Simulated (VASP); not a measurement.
# Li (Im-3m) in VASP: single point with PBE

Aim: the single point of Li with PBE.

Program: VASP 6.6.1. These are calculated values, not measurements. Logs are shortened: lines on timing, memory, paths and dates and some standing lists are left out, and cuts for length are marked.

**1. The cell of the first run**

Symmetry: Im-3m, No. 229, cubic system. The conventional cell has a = 3.431 Å, b = 3.431 Å, c = 3.431 Å, α = 90.00°, β = 90.00°, γ = 90.00°. Within 3.9 Å of Li (site symmetry m-3m) lie 14 Li at 2.97 to 3.43 Å.

**2. Single point, PBE**

Input file INCAR:

```
  ALGO = Normal
  EDIFF = 1E-6
  ENCUT = 520
  GGA = PE
  ISIF = 2
  ISMEAR = -1
  LASPH = T
  LCHARG = F
  LREAL = F
  LWAVE = F
  NBANDS = 12
  NELM = 80
  PREC = Accurate
  SIGMA = 0.08
```

Input file KPOINTS:

```
k-points
0
Gamma
  9 9 12
```

Input file POSCAR:

```
Li
1.0
    0.0000000000      3.4308042664     -3.4308042664
   -3.4308042664      0.0000000000      3.4308042664
    1.7154021332      1.7154021332      1.7154021332
Li
3
Direct
    0.0000000000      0.0000000000      0.0000000000
    0.3333333330      0.6666666670      0.3333333330
    0.6666666670      0.3333333330      0.6666666670
```

Potentials or basis: VASP PAW PBE potentials, release 64 (Li_sv).

The run is started by

```sh
$ cat potpaw_PBE.64/Li_sv/POTCAR > POTCAR
$ mpirun -np 1 vasp_std > vasp.out
```

OUTCAR:

```text
EDIFF = 1E-6
   ENCUT = 520
   GGA = PE
   ISIF = 2
   ISMEAR = -1
   LASPH = T
   LREAL = F
   NELM = 80
   PREC = Accurate

 ion  position               nearest neighbor table
   1  0.000  0.000  0.000-
   2  0.333  0.667  0.333-
   3  0.667  0.333  0.667-

  LATTYP: Found a hexagonal cell.
 ALAT       =     4.8518899234
 C/A-ratio  =     0.6123724357

  Lattice vectors:

 A1 = (   0.0000000000,   3.4308042664,  -3.4308042664)
 A2 = (  -3.4308042664,   0.0000000000,   3.4308042664)
 A3 = (   1.7154021332,   1.7154021332,   1.7154021332)

Analysis of symmetry for initial positions (statically):
=====================================================================
 Subroutine PRICEL returns following result:

  LATTYP: Found a body centered cubic cell.
 ALAT       =     3.4308042641

  Lattice vectors:

 A1 = (  -1.7154021366,   1.7154021298,  -1.7154021298)
 A2 = (  -1.7154021315,  -1.7154021315,   1.7154021315)
 A3 = (   1.7154021332,   1.7154021332,   1.7154021332)

   3 primitive cells build up your supercell.

 Routine SETGRP: Setting up the symmetry group for a
 hexagonal supercell.

 Subroutine GETGRP returns: Found 12 space group operations
 (whereof 12 operations were pure point group operations)
 out of a pool of 24 trial point group operations.

The static configuration has the point symmetry D_3d.

Analysis of symmetry for dynamics (positions and initial velocities):
=====================================================================
 Subroutine PRICEL returns following result:

  LATTYP: Found a body centered cubic cell.
 ALAT       =     3.4308042641

  Lattice vectors:

 A1 = (  -1.7154021366,   1.7154021298,  -1.7154021298)
 A2 = (  -1.7154021315,  -1.7154021315,   1.7154021315)
 A3 = (   1.7154021332,   1.7154021332,   1.7154021332)

   3 primitive cells build up your supercell.

 Routine SETGRP: Setting up the symmetry group for a
 hexagonal supercell.

 Subroutine GETGRP returns: Found 12 space group operations
 (whereof 12 operations were pure point group operations)
 out of a pool of 24 trial point group operations.

The dynamic configuration has the point symmetry D_3d.

 Subroutine INISYM returns: Found 12 space group operations
 (whereof 12 operations are pure point group operations),
 and found     3 'primitive' translations

----------------------------------------------------------------------------------------

                                     Primitive cell

  volume of cell :      20.1910

  direct lattice vectors                    reciprocal lattice vectors
    -1.715402137  1.715402130 -1.715402130    -0.291476844  0.291476844  0.000000000
    -1.715402131 -1.715402131  1.715402131    -0.291476844 -0.000000001  0.291476844
     1.715402133  1.715402133  1.715402133     0.000000000  0.291476844  0.291476844

  length of vectors
     2.971163648  2.971163647  2.971163650     0.412210506  0.412210506  0.412210506

  position of ions in fractional coordinates (direct lattice)
     0.000000000  0.000000000  0.000000000

  ion indices of the primitive-cell ions
   primitive index   ion index
                 1           1

----------------------------------------------------------------------------------------

 KPOINTS: k-points

Automatic generation of k-mesh.
 Grid dimensions read from file:
 generate k-points for:    9    9   12

 Generating k-lattice:

  Cartesian coordinates                     Fractional coordinates (reciprocal lattice)
    -0.010795439  0.021590877 -0.010795439     0.111111111  0.000000000  0.000000000
    -0.021590877  0.010795439  0.010795439     0.000000000  0.111111111  0.000000000
     0.016193158  0.016193158  0.016193158     0.000000000  0.000000000  0.083333333

  Length of vectors
     0.026443316  0.026443316  0.028047372

  Shift w.r.t. Gamma in fractional coordinates (k-lattice)
     0.000000000  0.000000000  0.000000000

 Subroutine IBZKPT returns following result:
 ===========================================

 Found    119 irreducible k-points:

 Following reciprocal coordinates:
            Coordinates               Weight
  0.000000  0.000000  0.000000      1.000000
  0.111111  0.000000  0.000000      6.000000
  0.222222  0.000000  0.000000      6.000000
  0.333333  0.000000  0.000000      6.000000
  0.444444  0.000000  0.000000      6.000000
  0.111111  0.111111  0.000000      6.000000
[... 16 lines left out ...]
  0.222222  0.111111  0.083333     12.000000
 -0.111111  0.333333  0.083333     12.000000
 [... further k-points ...]
   k-points           NKPTS =    119   k-points in BZ     NKDIM =    119   number of bands    NBANDS=     12
   number of dos      NEDOS =    301   number of ions     NIONS =      3
   total plane-waves  NPLWV =  31104
   dimension x,y,z NGX =    36 NGY =   36 NGZ =   24
   dimension x,y,z NGXF=    72 NGYF=   72 NGZF=   48
   ions per type =               3
   NGX,Y,Z   is equivalent  to a cutoff of  12.34, 12.34, 13.43 a.u.
   NGXF,Y,Z  is equivalent  to a cutoff of  24.67, 24.67, 26.86 a.u.
 SYSTEM =  unknown system
   PREC   = accura    normal or accurate (medium, high low for compatibility)
   ISTART =      0    job   : 0-new  1-cont  2-samecut
   ICHARG =      2    charge: 1-file 2-atom 10-const
   ISPIN  =      1    spin polarized calculation?
   LNONCOLLINEAR =      F non collinear calculations
   LSORBIT =      F    spin-orbit coupling
   LASPH  =      T    aspherical Exc in radial PAW
   ENCUT  =  520.0 eV  38.22 Ry    6.18 a.u.   9.02  9.02  5.52*2*pi/ulx,y,z
   NELM   =     80;   NELMIN=  2; NELMDL= -5     # of ELM steps
   EDIFF  = 0.1E-05   stopping-criterion for ELM
   LREAL  =      F    real-space projection
   EDIFFG = 0.1E-04   stopping-criterion for IOM
   NSW    =      0    number of steps for IOM
   IBRION =     -1    ionic relax: 0-MD 1-quasi-New 2-CG
   NFREE  =      0    steps in history (QN), initial steepest desc. (CG)
   ISIF   =      2    stress and relaxation
   ISYM   =      2    0-nonsym 1-usesym 2-fastsym
   POTIM  = 0.5000    time-step for ionic-motion
   TEBEG  =    0.0;   TEEND  =   0.0 temperature during run
   PSTRESS=    0.0 pullay stress
   NELECT =       9.0000    total number of electrons
   NUPDOWN=      -1.0000    fix difference up-down
   EMIN   =  10.00;   EMAX   =-10.00  energy-range for DOS
   EFERMI =   0.00;   METHOD = LEGACY
   ISMEAR =    -1;   SIGMA  =   0.08  broadening in eV -4-tet -1-fermi 0-gaus
   EFERMI_NEDOS =   21; number of points for ismear=-14 and -15
   IALGO  =     38    algorithm
   IMIX   =      4    mixing-type and parameters
     AMIX     =   0.40;   BMIX     =  1.00
     AMIX_MAG =   1.60;   BMIX_MAG =  1.00
  volume/ion in A,a.u.               =      20.19       136.26
  Fermi-wavevector in a.u.,A,eV,Ry     =   0.867087  1.638557 10.229401  0.751840
  Thomas-Fermi vector in A             =   1.985570
   LORBIT       =      0    0 simple, 1 ext, 2 COOP (PROOUT), +10 PAW based schemes
   GGA     = PE    functional components
   LHFCALC =     F    Hartree Fock is set to
   AEXX    =    0.0000 exact exchange contribution
   IVDW    =     0    specifies the selected vdW correction
   LEPSILON=     F    determine dielectric tensor
   LRPA    =     F    only Hartree local field effects (RPA)
 non-spin polarized calculation
  energy-cutoff  :      520.00
  volume of cell :       60.57
 maximum number of plane-waves:      1661
   NGX = 19   NGY = 19   NGZ = 11

 number of electron       9.0000014 magnetization

 Free energy of the ion-electron system (eV)
  ---------------------------------------------------
  ext. energy  EPLUGINS =         0.00000000
  ---------------------------------------------------
  free energy    TOTEN  =        -5.72708948 eV

  energy without entropy =       -5.69436343  energy(sigma->0) =       -5.71072646

 E-fermi :   0.6492     XC(G=0):  -7.0537

 val. band max:        0.6489941199   @ k =   0.4444   0.1111   0.0833
 cond. band min:       0.6834013798   @ k =   0.3333   0.0000   0.5000
 fundamental gap:      0.0344072600
 Fermi energy:         0.6492457969

 k-point     1 :       0.0000    0.0000    0.0000
  band No.  band energies     occupation
      1     -45.8866      2.00000
      2     -45.8645      2.00000
      3     -45.8645      2.00000
      4      -2.9293      2.00000
      5       2.9718      0.00000
      6       2.9718      0.00000
      7       2.9718      0.00000
      8       2.9718      0.00000
      9       6.7705      0.00000
     10       6.7705      0.00000
     11      11.2670      0.00000
     12      11.2670      0.00000

 k-point     2 :       0.1111    0.0000    0.0000
  band No.  band energies     occupation
      1     -45.8858      2.00000
      2     -45.8648      2.00000
      3     -45.8647      2.00000
      4      -2.8511      2.00000
      5       1.9395      0.00000
      6       2.1468      0.00000
      7       3.6806      0.00000
      8       4.0003      0.00000
      9       7.0393      0.00000
     10       7.1451      0.00000
     11      11.3047      0.00000
     12      11.3166      0.00000

 k-point     3 :       0.2222    0.0000    0.0000
  band No.  band energies     occupation
      1     -45.8836      2.00000
      2     -45.8663      2.00000
      3     -45.8655      2.00000
      4      -2.6172      2.00000
      5       0.8650      0.12630
      6       1.5269      0.00003
      7       3.9226      0.00000
      8       5.2292      0.00000
      9       7.6844      0.00000
     10       8.2684      0.00000
     11      11.3963      0.00000
     12      11.4867      0.00000
[... 286 lines left out ...]
 k-point    23 :       0.2222    0.1111    0.0833
  band No.  band energies     occupation
      1     -45.8807      2.00000
      2     -45.8678      2.00000
      3     -45.8653      2.00000
      4      -2.2935      2.00000
      5       0.4831      1.77732
      6       1.0294      0.01712
      7       4.5402      0.00000
      8       5.6390      0.00000
      9       8.2855      0.00000
     10       8.9243      0.00000
     11      10.3418      0.00000
     12      11.9966      0.00000

 k-point    24 :      -0.1111    0.3333    0.0833
  band No.  band energies     occupation
      1     -45.8808      2.00000
      2     -45.8667      2.00000
      3     -45.8662      2.00000
      4      -2.2949      2.00000
      5       0.4975      1.73904
      6       1.0241      0.01829
      7       4.4737      0.00000
      8       5.6658      0.00000
      9       8.5065      0.00000
     10       8.8202      0.00000
     11      10.2969      0.00000
     12      12.0386      0.00000

 [... further k-points ...]

------------------------ aborting loop because EDIFF is reached ----------------------------------------

  FORCE on cell =-STRESS in cart. coord.  units (eV):
  Direction    XX          YY          ZZ          XY          YZ          ZX
  --------------------------------------------------------------------------------------
  -------------------------------------------------------------------------------------
  Total       -0.0059551     -0.0059551     -0.0059551      0.0231815      0.0231815      0.0231815
  in kB       -0.1575143     -0.1575143     -0.1575143      0.6131581      0.6131581      0.6131581
  external PRESSURE =      -0.1575143 kB  Pullay stress =       0.0000000 kB

 VOLUME and BASIS-vectors are now :
 -----------------------------------------------------------------------------
  energy-cutoff  :      520.00
  volume of cell :       60.57
      direct lattice vectors                 reciprocal lattice vectors
     0.000000000  3.430804266 -3.430804266    -0.097158948  0.194317896 -0.097158948
    -3.430804266  0.000000000  3.430804266    -0.194317896  0.097158948  0.097158948
     1.715402133  1.715402133  1.715402133     0.194317896  0.194317896  0.194317896

 POSITION                                       TOTAL-FORCE (eV/Angst)
 -----------------------------------------------------------------------------------
      0.00000      0.00000      0.00000         0.000000     -0.000000      0.000000
     -1.71540      1.71540      1.71540        -0.000000      0.000000      0.000000
      0.00000      3.43080     -0.00000         0.000000     -0.000000     -0.000000
 -----------------------------------------------------------------------------------
    total drift:                               -0.000000      0.000000      0.000000

  FREE ENERGIE OF THE ION-ELECTRON SYSTEM (eV)
  ---------------------------------------------------
  free  energy   TOTEN  =        -5.7270894831 eV

  energy  without entropy=       -5.6943634276  energy(sigma->0) =       -5.71072646
```

It took 85 s on 1 thread of Intel Xeon 8259CL, shared host; peak memory 0.21 GiB.

Results:

* Free energy: -5.7271 eV
* Band gap on the k mesh: zero (an odd number of electrons rules out a gap without spin polarisation)

Caveat: the cutoff is under 1.25 times the usual one of these potentials, so pressure, stress and relaxed cells hold a basis-set (Pulay) error.

The gap in the log of VASP goes by the Fermi energy; the results here count the filled bands.